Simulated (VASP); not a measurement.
Here is a VASP 6.6.1 calculation.

INCAR

```
PREC     = Accurate       # precision mode
ENCUT    = 520            # plane-wave cutoff, eV
EDIFF    = 1E-7           # SCF threshold, eV
ISMEAR   = 0              # smearing method
SIGMA    = 0.01           # smearing width, eV
LREAL    = F              # projectors in reciprocal space
LASPH    = T              # aspherical terms in the spheres
NELM     = 60             # most SCF steps
ALGO     = Normal         # electronic algorithm
ISIF     = 2              # what is computed and relaxed
LWAVE    = F              # write WAVECAR
LCHARG   = F              # write CHGCAR
GGA      = PE             # functional
NBANDS   = 16             # bands
```

File KPOINTS:

```
regular mesh
0
Gamma
  6 6 2
```

The input POSCAR:

```
BeTe
1.0
    4.0308527429      0.0000000000      0.0000000000
   -2.0154263714      3.4908208742      0.0000000000
    0.0000000000      0.0000000000      8.1440445297
Be Te
2 2
Direct
    0.3333333333      0.6666666667      0.2500000000
    0.6666666667      0.3333333333      0.7500000000
    0.6666666667      0.3333333333      0.2500000000
    0.3333333333      0.6666666667      0.7500000000
```

Potentials or basis: VASP PAW PBE potentials, release 64 (Be, Te).

The run is started by

```console
$ cat potpaw_PBE.64/Be/POTCAR potpaw_PBE.64/Te/POTCAR > POTCAR
$ mpirun -np 1 vasp_std > vasp.out
```

Problem. Estimate the band gap on the k mesh.

Solution. 2.73 eV, indirect (least direct gap 2.88 eV).

Problem. Estimate the pressure.

Solution. 0.4 GPa.

Stress tensor (GPa, compression positive):
```
0.53 0.00 0.00
0.00 0.53 0.00
0.00 0.00 0.21
```

Caveat: spin-orbit coupling is left out, which moves the levels of the heavy elements. A k mesh can miss the band edges.
